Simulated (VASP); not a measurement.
Set up this calculation in VASP 6.6.1, as the native input.

* Task: single point
* Functional: PBE
* Dispersion: D3(BJ)
* Potentials or basis: VASP PAW PBE potentials, release 64 (Pb_d, F)
* Cutoff: 520 eV
* k mesh: 4 × 4 × 4
* Occupations: gaussian, width 0.1 eV
* Spin: no spin polarisation
* Dipole correction: no
* Further INCAR settings: ALGO = Normal; EDIFF = 1e-07; NBANDS = 37

The structure of PbF2 lies in POSCAR:

```
PbF2
1.0
    6.0240560000      0.0000000000      0.0000000000
    0.0000000000      3.0020500000      3.0112850000
    0.0000000000     -3.0020500000      3.0112850000
Pb F
2 4
Direct
    0.5000000000      0.9774790000      0.9774790000
    0.0000000000      0.4774790000      0.4774790000
    0.7647730000      0.9736080000      0.4586660000
    0.2352270000      0.4586660000      0.9736080000
    0.7352270000      0.4736080000      0.9586660000
    0.2647730000      0.9586660000      0.4736080000
```

One way to write it, as run:

INCAR

```
SYSTEM = PbF2
  PREC = Accurate
  ENCUT = 520
  EDIFF = 1E-7
  ISMEAR = 0
  SIGMA = 0.1
  LREAL = .False.
  LASPH = .True.
  NELM = 100
  ALGO = Normal
  ISIF = 2
  LWAVE = .False.
  LCHARG = .True.
  GGA = PE
  IVDW = 12
  LELF = .True.
  LVHAR = .True.
  NBANDS = 37
```

KPOINTS

```
regular mesh
0
Gamma
  4 4 4
  0 0 0
```

Potentials or basis: VASP PAW PBE potentials, release 64 (Pb_d, F).

Launch:

```bash
$ cat potpaw_PBE.64/Pb_d/POTCAR potpaw_PBE.64/F/POTCAR > POTCAR
$ mpirun -np 1 vasp_std > vasp.out
```

It gave:

- Pressure: -1.7 GPa
- Largest force: 0.065 eV/Å
- Band gap on the k mesh: 4.39 eV
- Dispersion energy per atom: -0.147 eV

Caveat: spin-orbit coupling is left out, which moves the levels of the heavy elements.

Run time: 54 s on 1 thread of Intel Xeon 6975P-C (shared host), peak memory 0.25 GiB.
